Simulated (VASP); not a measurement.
Wanted: the native input for a VASP 6.6.1 run.

```
Task                   : single point
Functional             : LDA
Potentials or basis    : VASP PAW LDA potentials, release 64 (Si)
Cutoff                 : 520 eV
k mesh                 : 7 × 5 × 1
Occupations            : fermi-dirac, width 0.02 eV
Spin                   : no spin polarisation
Dipole correction      : yes
Further INCAR settings : ALGO = Normal; EDIFF = 1e-06; NBANDS = 21
```

The structure of Si lies in POSCAR:

```
Si
1.0
    3.8197434381      0.0000000000      0.0000000000
    0.0000000000      5.4019329750      0.0000000000
    0.0000000000      0.0000000000     19.8197000000
Si
6
Direct
    0.7500000000      0.1162719829      0.4076206252
    0.2500000000      0.8837280171      0.4076206252
    0.2500000000      0.6226187183      0.5000000013
    0.7500000000      0.3773812817      0.5000000013
    0.7500000000      0.1162719803      0.5923793735
    0.2500000000      0.8837280197      0.5923793735
```

These files were run (other wordings do the same):

INCAR

```
PREC = Accurate ; ENCUT = 520
EDIFF = 1E-6 ; ISMEAR = -1
SIGMA = 0.02 ; LREAL = False
LASPH = True ; NELM = 60
ALGO = Normal ; ISIF = 2
LWAVE = False ; LCHARG = False
LDIPOL = True ; IDIPOL = 3
DIPOL = 0.5 0.5 0.500 ; NBANDS = 21
```

KPOINTS

```
regular mesh
0
Gamma
  7 5 1
```

Potentials or basis: VASP PAW LDA potentials, release 64 (Si).

The run is started by

```sh
$ cat potpaw_LDA.64/Si/POTCAR > POTCAR
$ mpirun -np 1 vasp_std > vasp.out
```

It gave:

* Largest force: 0.005 eV/Å
* Band gap on the k mesh: zero (bands 12 and 13 overlap by 0.26 eV)

Wall time 2.7 min on 1 thread of Intel Xeon 8259CL, on a shared host, peak memory 0.34 GiB.
